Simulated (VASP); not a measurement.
# W3N4 (Pm-3m) in VASP: single point with LDA+U

Aim: the single point of W3N4 with LDA+U.

All numbers are computed with VASP 6.6.1; they aren't measurements. Logs are shortened: lines on timing, memory, paths and dates and some standing lists are left out, and cuts for length are marked.

**1. The cell of the first run**

The structure is cubic, space group Pm-3m (No. 221). Conventional cell: a = 4.122 Å, b = 4.122 Å, c = 4.122 Å, α = 90.00°, β = 90.00°, γ = 90.00°. W (site symmetry 4/mmm) has 6 N at 2.06 Å within 2.7 Å. N (site symmetry m-3m) has 6 W at 2.06 Å within 2.7 Å. Within 2.7 Å of N (site symmetry 4/mmm) lie 4 W at 2.06 Å.

**2. Single point, LDA+U, collinear spin**

INCAR reads:

```
PREC     = Accurate       # precision mode
ENCUT    = 520            # plane-wave cutoff, eV
EDIFF    = 1E-6           # SCF threshold, eV
ISMEAR   = 0              # smearing method
SIGMA    = 0.05           # smearing width, eV
LREAL    = F              # projectors in reciprocal space
LASPH    = T              # aspherical terms in the spheres
NELM     = 150            # most SCF steps
ALGO     = Normal         # electronic algorithm
ISIF     = 2              # what is computed and relaxed
LWAVE    = F              # write WAVECAR
LCHARG   = T              # write CHGCAR
ISPIN    = 2              # spin polarisation
MAGMOM   = 0.02 0.07 0.02 0 -0.01 -0.02 -0.02 # initial moments
LORBIT   = 11             # projections on sites
LMAXMIX  = 4              # l up to which the mixer works
LDAU     = T              # DFT+U
LDAUTYPE = 2            
LDAUL    = 2 -1           # shell
LDAUU    = 4 0            # U, eV
LDAUJ    = 0 0          
LDAUPRINT= 1            
LELF     = T              # ELF
LVHAR    = T            
NBANDS   = 44             # bands
```

KPOINTS reads:

```
regular mesh
0
Gamma
  5 5 5
```

POSCAR reads:

```
W3N4
1.0
    4.1219995300      0.0000000000      0.0000000000
    0.0000000000      4.1219995300      0.0000000000
    0.0000000000      0.0000000000      4.1219995300
W N
3 4
Direct
    0.5000000000      0.5000000000      0.0000000000
    0.0000000000      0.5000000000      0.5000000000
    0.5000000000      0.0000000000      0.5000000000
    0.5000000000      0.5000000000      0.5000000000
    0.5000000000      0.0000000000      0.0000000000
    0.0000000000      0.5000000000      0.0000000000
    0.0000000000      0.0000000000      0.5000000000
```

Potentials or basis: VASP PAW LDA potentials, release 64 (W_sv, N).

Launch:

```
cat potpaw_LDA.64/W_sv/POTCAR potpaw_LDA.64/N/POTCAR > POTCAR
mpirun -np 1 vasp_std > vasp.out
```

OUTCAR:

```text
PREC = Accurate
   ENCUT = 520
   EDIFF = 1E-6
   ISMEAR = 0
   LREAL = F
   LASPH = T
   NELM = 150
   ISIF = 2
   ISPIN = 2
   LORBIT = 11

 ion  position               nearest neighbor table
   1  0.500  0.500  0.000-   4 2.06   5 2.06   6 2.06   4 2.06   5 2.06   6 2.06   3 2.91   3 2.91
                             3 2.91   2 2.91   3 2.91   2 2.91   2 2.91   2 2.91
   2  0.000  0.500  0.500-   4 2.06   6 2.06   7 2.06   6 2.06   7 2.06   4 2.06   3 2.91   3 2.91
                             1 2.91   1 2.91   3 2.91   1 2.91   1 2.91   3 2.91
   3  0.500  0.000  0.500-   4 2.06   5 2.06   7 2.06   5 2.06   4 2.06   7 2.06   2 2.91   1 2.91
                             2 2.91   1 2.91   1 2.91   2 2.91   1 2.91   2 2.91
   4  0.500  0.500  0.500-   1 2.06   2 2.06   3 2.06   1 2.06   3 2.06   2 2.06
   5  0.500  0.000  0.000-   1 2.06   3 2.06   3 2.06   1 2.06
   6  0.000  0.500  0.000-   1 2.06   2 2.06   2 2.06   1 2.06
   7  0.000  0.000  0.500-   2 2.06   3 2.06   2 2.06   3 2.06

  LATTYP: Found a simple cubic cell.
 ALAT       =     4.1219995300

  Lattice vectors:

 A1 = (   4.1219995300,   0.0000000000,   0.0000000000)
 A2 = (   0.0000000000,   4.1219995300,   0.0000000000)
 A3 = (   0.0000000000,   0.0000000000,   4.1219995300)

Analysis of symmetry for initial positions (statically):
=====================================================================
 Subroutine PRICEL returns:
 Original cell was already a primitive cell.

 Routine SETGRP: Setting up the symmetry group for a
 simple cubic supercell.

 Subroutine GETGRP returns: Found 48 space group operations
 (whereof 48 operations were pure point group operations)
 out of a pool of 48 trial point group operations.

The static configuration has the point symmetry O_h .

Analysis of symmetry for dynamics (positions and initial velocities):
=====================================================================
 Subroutine PRICEL returns:
 Original cell was already a primitive cell.

 Routine SETGRP: Setting up the symmetry group for a
 simple cubic supercell.

 Subroutine GETGRP returns: Found 48 space group operations
 (whereof 48 operations were pure point group operations)
 out of a pool of 48 trial point group operations.

The dynamic configuration has the point symmetry O_h .

Analysis of structural, dynamic, and magnetic symmetry:
=====================================================================
 Subroutine PRICEL returns:
 Original cell was already a primitive cell.

 Routine SETGRP: Setting up the symmetry group for a
 simple cubic supercell.

 Subroutine GETGRP returns: Found 16 space group operations
 (whereof 16 operations were pure point group operations)
 out of a pool of 48 trial point group operations.

The overall configuration has the point symmetry D_4h.

 Subroutine INISYM returns: Found 16 space group operations
 (whereof 16 operations are pure point group operations),
 and found     1 'primitive' translations

----------------------------------------------------------------------------------------

                                     Primitive cell

  volume of cell :      70.0364

  direct lattice vectors                    reciprocal lattice vectors
     4.121999530  0.000000000  0.000000000     0.242600707  0.000000000  0.000000000
     0.000000000  4.121999530  0.000000000     0.000000000  0.242600707  0.000000000
     0.000000000  0.000000000  4.121999530     0.000000000  0.000000000  0.242600707

  length of vectors
     4.121999530  4.121999530  4.121999530     0.242600707  0.242600707  0.242600707

  position of ions in fractional coordinates (direct lattice)
     0.500000000  0.500000000  0.000000000
     0.000000000  0.500000000  0.500000000
     0.500000000  0.000000000  0.500000000
     0.500000000  0.500000000  0.500000000
     0.500000000  0.000000000  0.000000000
     0.000000000  0.500000000  0.000000000
     0.000000000  0.000000000  0.500000000

  ion indices of the primitive-cell ions
[... 95 lines left out ...]
  Fermi-wavevector in a.u.,A,eV,Ry     =   1.571921  2.970500 33.619132  2.470936
  Thomas-Fermi vector in A             =   2.673433
   LORBIT       =     11    0 simple, 1 ext, 2 COOP (PROOUT), +10 PAW based schemes
 LDA+U is selected, type is set to LDAUTYPE =  2
   angular momentum for each species LDAUL =     2   -1
   U (eV)           for each species LDAUU =   4.0  0.0
   J (eV)           for each species LDAUJ =   0.0  0.0
   GGA     = CA    functional components
   LHFCALC =     F    Hartree Fock is set to
   AEXX    =    0.0000 exact exchange contribution
   IVDW    =     0    specifies the selected vdW correction
   LEPSILON=     F    determine dielectric tensor
   LRPA    =     F    only Hartree local field effects (RPA)
 spin polarized calculation
 Gauss-broadening in eV      SIGMA  =   0.05
  energy-cutoff  :      520.00
  volume of cell :       70.04
 maximum number of plane-waves:      1895
 NGX is ok and might be reduce to    32
   NGX = 15   NGY = 15   NGZ = 15

 number of electron      61.9999998 magnetization      -0.0000758

atom =   1  type =  1  l = 2

 onsite density matrix

spin component  1
[... 83 lines left out ...]
  o =  0.3146  v =  0.0000  0.0000  0.5000  0.0000  0.8661  0.0000  0.0000  0.0000  0.0000  0.0000      0.0000  0.0000  0.0000  0.0000  0.0000  0.0000  0.0000  0.0000  0.0000  0.0000
  o =  0.3147  v =  0.0000  0.0000  0.0000  0.0000  0.0000  0.0000 -0.0000  0.5001 -0.0000  0.8660      0.0000  0.0000  0.0000  0.0000  0.0000  0.0000  0.0000  0.0000  0.0000  0.0000
  o =  0.3219  v =  0.0000  0.0000  0.0000  0.0000  0.0000  0.0000 -0.0000 -0.8660  0.0000  0.5001      0.0000  0.0000  0.0000  0.0000  0.0000  0.0000  0.0000  0.0000  0.0000  0.0000
  o =  0.3219  v =  0.0000 -0.0000 -0.8661 -0.0000  0.5000  0.0000  0.0000  0.0000  0.0000  0.0000      0.0000  0.0000  0.0000  0.0000  0.0000  0.0000  0.0000  0.0000  0.0000  0.0000
  o =  0.3257  v =  0.0000 -0.0000 -0.0000  1.0000  0.0000  0.0000  0.0000  0.0000  0.0000  0.0000      0.0000  0.0000  0.0000  0.0000  0.0000  0.0000  0.0000  0.0000  0.0000  0.0000
  o =  0.3257  v =  0.0000  0.0000  0.0000  0.0000  0.0000  0.0000  0.0000  0.0000  1.0000 -0.0000      0.0000  0.0000  0.0000  0.0000  0.0000  0.0000  0.0000  0.0000  0.0000  0.0000
  o =  0.3784  v =  1.0000  0.0000  0.0000  0.0000  0.0000  0.0000  0.0000  0.0000  0.0000  0.0000      0.0000  0.0000  0.0000  0.0000  0.0000  0.0000  0.0000  0.0000  0.0000  0.0000
  o =  0.3784  v =  0.0000  1.0000 -0.0000  0.0000 -0.0000  0.0000  0.0000  0.0000  0.0000  0.0000      0.0000  0.0000  0.0000  0.0000  0.0000  0.0000  0.0000  0.0000  0.0000  0.0000
  o =  0.3785  v =  0.0000  0.0000  0.0000  0.0000  0.0000  0.0000  1.0000  0.0000 -0.0000  0.0000      0.0000  0.0000  0.0000  0.0000  0.0000  0.0000  0.0000  0.0000  0.0000  0.0000
  o =  0.3785  v =  0.0000  0.0000  0.0000  0.0000  0.0000  1.0000  0.0000  0.0000  0.0000  0.0000      0.0000  0.0000  0.0000  0.0000  0.0000  0.0000  0.0000  0.0000  0.0000  0.0000

 number of electron      61.9999998 magnetization       0.0000242

 Free energy of the ion-electron system (eV)
  ---------------------------------------------------
  ext. energy  EPLUGINS =         0.00000000
  ---------------------------------------------------
  free energy    TOTEN  =       -67.17519372 eV

  energy without entropy =      -67.17430101  energy(sigma->0) =      -67.17474737

 E-fermi :  11.8780     XC(G=0): -13.6800

 val. band max:       11.7631510780   @ k =   0.0000   0.2000   0.0000
 cond. band min:      11.9127642165   @ k =   0.4000   0.0000   0.0000
 fundamental gap:      0.1496131385
 Fermi energy:        11.8779840901

 spin component 1

 k-point     1 :       0.0000    0.0000    0.0000
  band No.  band energies     occupation
      1     -64.1508      1.00000
      2     -64.0602      1.00000
      3     -64.0601      1.00000
      4     -29.1024      1.00000
      5     -29.1024      1.00000
      6     -29.1023      1.00000
[... 817 lines left out ...]
     42      19.3134      0.00000
     43      19.3135      0.00000
 Fermi energy:        11.8779840901

 spin component 2

 k-point     1 :       0.0000    0.0000    0.0000
  band No.  band energies     occupation
      1     -64.1506      1.00000
      2     -64.0601      1.00000
      3     -64.0599      1.00000
      4     -29.1024      1.00000
      5     -29.1024      1.00000
      6     -29.1023      1.00000
[... 817 lines left out ...]
     42      19.3134      0.00000
     43      19.3135      0.00000
 [bands above 43 left out]

------------------------ aborting loop because EDIFF is reached ----------------------------------------

  FORCE on cell =-STRESS in cart. coord.  units (eV):
  Direction    XX          YY          ZZ          XY          YZ          ZX
  --------------------------------------------------------------------------------------
  -------------------------------------------------------------------------------------
  Total        9.1970582      9.1960475      9.1960475      0.0000000      0.0000000      0.0000000
  in kB      210.3951388    210.3720190    210.3720190      0.0000000      0.0000000      0.0000000
  external PRESSURE =     210.3797256 kB  Pullay stress =       0.0000000 kB

 VOLUME and BASIS-vectors are now :
 -----------------------------------------------------------------------------
  energy-cutoff  :      520.00
  volume of cell :       70.04
      direct lattice vectors                 reciprocal lattice vectors
     4.121999530  0.000000000  0.000000000     0.242600707  0.000000000  0.000000000
     0.000000000  4.121999530  0.000000000     0.000000000  0.242600707  0.000000000
     0.000000000  0.000000000  4.121999530     0.000000000  0.000000000  0.242600707

 POSITION                                       TOTAL-FORCE (eV/Angst)
 -----------------------------------------------------------------------------------
      2.06100      2.06100      0.00000         0.000000      0.000000      0.000000
      0.00000      2.06100      2.06100         0.000000      0.000000      0.000000
      2.06100      0.00000      2.06100         0.000000      0.000000      0.000000
      2.06100      2.06100      2.06100         0.000000      0.000000      0.000000
      2.06100      0.00000      0.00000         0.000000      0.000000      0.000000
      0.00000      2.06100      0.00000         0.000000      0.000000      0.000000
      0.00000      0.00000      2.06100         0.000000      0.000000      0.000000
 -----------------------------------------------------------------------------------
    total drift:                                0.000000     -0.000000     -0.000000

  FREE ENERGIE OF THE ION-ELECTRON SYSTEM (eV)
  ---------------------------------------------------
  free  energy   TOTEN  =       -67.1751937208 eV

  energy  without entropy=      -67.1743010094  energy(sigma->0) =      -67.17474737

 total charge

# of ion       s       p       d       tot
------------------------------------------
    1        2.340   6.441   3.378  12.160
    2        2.340   6.441   3.378  12.159
    3        2.340   6.441   3.378  12.160
    4        1.224   2.673   0.000   3.897
    5        1.236   2.516   0.000   3.751
    6        1.236   2.516   0.000   3.751
    7        1.236   2.516   0.000   3.751
--------------------------------------------------
tot         11.953  29.545  10.133  51.630

 magnetization (x)

# of ion       s       p       d       tot
------------------------------------------
    1        0.000   0.000  -0.000  -0.000
    2        0.000   0.000  -0.000  -0.000
    3        0.000   0.000  -0.000  -0.000
    4       -0.000  -0.000   0.000  -0.000
    5        0.000   0.000   0.000   0.000
    6        0.000   0.000   0.000   0.000
    7        0.000   0.000   0.000   0.000
--------------------------------------------------
tot          0.000   0.000  -0.000  -0.000
```

It took 65 s on 1 thread of Intel Xeon Platinum 8375C at 2.90GHz (Ice Lake), shared host; peak memory 0.21 GiB.

What came out:

```
Free energy                                           : -67.1752 eV
Pressure                                              : 21.0 GPa
Band gap on the k mesh                                : zero (filled and empty bands overlap)
Net moment                                            : 0.00 μB per cell
Valence electrons inside the program's atomic spheres : W 12.16; N 3.90, 3.75
```

Levels at points of the mesh, in eV from the Fermi level:
Spin up:
```csv
k point,band 28,band 29,band 30,band 31,band 32,band 33,band 34,band 35,band 36,band 37
"(0.00, 0.00, 0.00)",-3.79,-2.49,-2.49,-2.49,-0.98,-0.98,-0.98,-0.24,-0.24,1.53
```
Spin down:
| k point | band 29 | band 30 | band 31 | band 32 | band 33 | band 34 | band 35 | band 36 |
| --- | --- | --- | --- | --- | --- | --- | --- | --- |
| (0.00, 0.00, 0.00) | -2.49 | -2.49 | -2.49 | -0.98 | -0.98 | -0.98 | -0.24 | -0.24 |

Eigenvalues of the final occupation matrices:
| site | spin | trace | eigenvalues |
| --- | --- | --- | --- |
| site 1 d | 1 | 1.72 | 0.31 0.32 0.33 0.38 0.38 |
| site 1 d | 2 | 1.72 | 0.31 0.32 0.33 0.38 0.38 |
| site 2 d | 1 | 1.72 | 0.31 0.32 0.33 0.38 0.38 |
| site 2 d | 2 | 1.72 | 0.31 0.32 0.33 0.38 0.38 |
| site 3 d | 1 | 1.72 | 0.31 0.32 0.33 0.38 0.38 |
| site 3 d | 2 | 1.72 | 0.31 0.32 0.33 0.38 0.38 |

Caveat: spin-orbit coupling is left out, which moves the levels of the heavy elements.
